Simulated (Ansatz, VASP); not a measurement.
Al3B2As: VASP beside Ansatz

```
CELL_PARAMETERS angstrom
-1.90183 1.90183 4.82140
1.90183 -1.90183 4.82140
1.90183 1.90183 -4.82140
ATOMIC_POSITIONS crystal
Al 0.75000 0.25000 0.50000
Al 0.50000 0.50000 0.00000
Al 0.25000 0.75000 0.50000
B 0.69071 0.69071 0.00000
B 0.30929 0.30929 0.00000
As 0.00000 0.00000 0.00000
```

Change from the starting cell: species swapped into the CsLi2F3 type (I4/mmm, No. 139).

Alike in both runs: task single point; functional PBE; k mesh 6 × 6 × 6; occupations gaussian, width 0.1 eV; no spin polarisation.

|  | VASP | Ansatz |
| --- | --- | --- |
| version | VASP 6.6.1 | Ansatz 0.2.0 |
| potentials or method | VASP PAW PBE potentials, release 64 (Al, B, As), cutoff 520 eV | scalar-relativistic, plane waves, PAW |
| valence electrons in the cell | 20 | 30 |

|  | VASP | Ansatz | Ansatz less VASP |
| --- | --- | --- | --- |
| gap on the k mesh at the Fermi level (eV) | none | none | - |
| rms of the force components (eV/Å) | 0.561 | 0.559 | -0.0017 |

Atom by atom the forces differ by 0.002 eV/Å (rms over components). A gap of «none» marks a metal or a gap that the smearing closes. VASP's potentials hold 20 valence electrons a cell and Ansatz's 30, so a difference there can come from the potentials and not from the codes.

The k mesh is coarse, so the values compare programs but aren't converged.
